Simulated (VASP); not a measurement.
Set up this calculation in VASP 6.6.1, as the native input.

- Task: single point
- Functional: PBEsol
- Potentials or basis: VASP PAW PBE potentials, release 64 (In_d, P)
- Cutoff: 520 eV
- k mesh: 14 × 14 × 14
- Occupations: fermi-dirac, width 0.15 eV
- Spin: no spin polarisation
- Dipole correction: no
- Further INCAR settings: ALGO = Normal; EDIFF = 1e-06; NBANDS = 16

The structure of InP lies in POSCAR:

```
InP
1.0
    0.0000000000      2.6836306170      2.6836306170
    2.6836306170      0.0000000000      2.6836306170
    2.6836306170      2.6836306170      0.0000000000
In P
1 1
Direct
    0.0000000000      0.0000000000      0.0000000000
    0.5000000000      0.5000000000      0.5000000000
```

The input as run:

INCAR

```
  PREC = Accurate
  ENCUT = 520
  EDIFF = 1E-6
  ISMEAR = -1
  SIGMA = 0.15
  LREAL = F
  LASPH = T
  NELM = 60
  ALGO = Normal
  ISIF = 2
  LWAVE = F
  LCHARG = F
  GGA = PS
  NBANDS = 16
```

KPOINTS

```
Automatic mesh
0
Gamma
  14 14 14
```

Potentials or basis: VASP PAW PBE potentials, release 64 (In_d, P).

Run with:

```bash
$ cat potpaw_PBE.64/In_d/POTCAR potpaw_PBE.64/P/POTCAR > POTCAR
$ mpirun -np 1 vasp_std > vasp.out
```

It gave:

```json
{"Pressure": "5.0 GPa", "Band gap on the k mesh": "zero (band 9 reaches 8.49 eV, above the bottom of band 10 at 5.68 eV)"}
```

Caveat: the PAW data sets were made with another functional, which shifts forces and pressure a little; spin-orbit coupling is left out, which moves the levels of the heavy elements.

It took 53 s on 1 thread of Intel(R) Xeon(R) Platinum 8488C (Sapphire Rapids) (shared host), peak memory 0.2 GiB.
